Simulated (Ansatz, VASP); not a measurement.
## HfB2: VASP beside Ansatz

Contents of INCAR:

```
PREC = Accurate
ENCUT = 600
EDIFF = 1E-6
ISMEAR = -1
SIGMA = 0.15
LREAL = False
LASPH = True
NELM = 80
ALGO = Normal
ISIF = 3
LWAVE = False
LCHARG = False
GGA = PE
IBRION = 2
NSW = 80
EDIFFG = -0.001
```

KPOINTS

```
Automatic mesh
0
Gamma
  15 15 12
```

POSCAR

```
HfB2
1.0
    3.1450633626      0.0000000000      0.0000000000
   -1.5725316813      2.7237047685      0.0000000000
    0.0000000000      0.0000000000      3.4872976848
Hf B
1 2
Direct
    0.0000000000      0.0000000000      0.0000000000
    0.3333333333      0.6666666667      0.5000000000
    0.6666666667      0.3333333333      0.5000000000
```

Input for Ansatz:

```yaml
crystal:
  lattice:
    - [3.1450633614, 0.0, 0.0]
    - [-1.5725316807, 2.7237047675, 0.0]
    - [0.0, 0.0, 3.4872976869]
  atoms:
    - { symbol: Hf, position: [0.0, 0.0, 0.0] }
    - { symbol: B, position: [0.3333333333, 0.6666666667, 0.5] }
    - { symbol: B, position: [0.6666666667, 0.3333333333, 0.5] }
basis:
  ecutwfc: 420
kpoints:
  mp_grid: { grid: [15, 15, 12] }
hamiltonian:
  xc: pbe
scf:
  occupations: { method: fermi_dirac, width: 0.15 }
output:
  forces: true
  stress: true
  eigenvalues: true
  write_density: true
  write_potential: true
  elf: true
  volumetric_format: npy
relax:
  adjacent_minimum: "off"
  f_tol: 0.001
  max_steps: 60
  cell: { stress_tol: 0.01 }
```

Alike in both runs: task relaxation of cell and atoms; functional PBE; k mesh 15 × 15 × 12; occupations fermi-dirac, width 0.15 eV; no spin polarisation.

|  | VASP | Ansatz |
| --- | --- | --- |
| version | VASP 6.6.1 | Ansatz 0.2.0 |
| potentials or method | VASP PAW PBE potentials, release 64 (Hf_pv, B), cutoff 600 eV | scalar-relativistic, plane waves, PAW |
| valence electrons in the cell | 16 | 32 |

Ansatz gave:

- gap on the k mesh at the Fermi level, each at its own relaxed structure (eV): none
- relaxed volume (Å³/atom): 9.96
- relaxed cell length with the largest relative difference (Å): 3.146

Task: What did VASP give for the same quantities?

Result: gap on the k mesh at the Fermi level, each at its own relaxed structure (eV): none; relaxed volume (Å³/atom): 9.95; relaxed cell length with the largest relative difference (Å): 3.144.

A gap of «none» marks a metal or a gap that the smearing closes. VASP's potentials hold 16 valence electrons a cell and Ansatz's 32, so a difference there can come from the potentials and not from the codes.

Neither program's run includes spin-orbit coupling.
